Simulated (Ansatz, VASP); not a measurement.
**Two plane-wave programs on Pt**

File INCAR:

```
ALGO = Normal
EDIFF = 1E-6
ENCUT = 520
GGA = PE
ISIF = 2
ISMEAR = -1
LASPH = True
LCHARG = False
LREAL = False
LWAVE = False
NBANDS = 11
NELM = 100
PREC = Accurate
SIGMA = 0.05
```

File KPOINTS:

```
k-points
0
Gamma
  16 16 16
```

File POSCAR:

```
Pt
1.0
    2.6243521135      0.0000000000      0.0000000000
    0.0000000000      2.6243521135      0.0000000000
    0.0000000000      0.0000000000      2.6243521135
Pt
1
Direct
    0.0000000000      0.0000000000      0.0000000000
```

Input for Ansatz:

```yaml
crystal:
  lattice:
    - [2.6243521135, 0.0, 0.0]
    - [0.0, 2.6243521135, 0.0]
    - [0.0, 0.0, 2.6243521135]
  atoms:
    - { symbol: Pt, position: [0.0, 0.0, 0.0] }
kpoints:
  mp_grid: { grid: [16, 16, 16] }
  band_path:
    path:
      - [0.0, 0.0, 0.0]
      - [0.0, 0.5, 0.0]
      - [0.5, 0.5, 0.0]
      - [0.0, 0.0, 0.0]
      - [0.5, 0.5, 0.5]
      - [0.0, 0.5, 0.0]
      - [0.5, 0.5, 0.5]
      - [0.5, 0.5, 0.0]
    npoints: 8
scf:
  occupations: { method: fermi_dirac, width: 0.05 }
hamiltonian:
  xc: pbe
  pseudopotentials: { kind: paw }
output:
  forces: true
  stress: true
  eigenvalues: true
  populations: true
  dos: { projected: true, de: 0.2, e_range: [-14, 8] }
  write_density: true
  write_potential: true
  elf: true
  volumetric_format: npy
```

Change from the starting cell: volume scaled by 1, PAW files.

Alike in both runs: task single point; functional PBE; k mesh 16 × 16 × 16; occupations fermi-dirac, width 0.05 eV; no spin polarisation.

|  | VASP | Ansatz |
| --- | --- | --- |
| version | VASP 6.6.1 | Ansatz 0.2.0 |
| potentials or method | VASP PAW PBE potentials, release 64 (Pt) | PAW with Ansatz's default frozen-core files, scalar-relativistic |
| plane-wave cutoff (eV) | 520 | 420 |
| valence electrons in the cell | 10 | 18 |

Ansatz gave:

```
pressure (GPa) : 0.0
```

**Question.** Which values does VASP return?

**Answer.** Pressure (GPa): -0.5.

VASP's potentials hold 10 valence electrons a cell and Ansatz's 18, so a difference there can come from the potentials and not from the codes.

Spin-orbit coupling is off throughout.
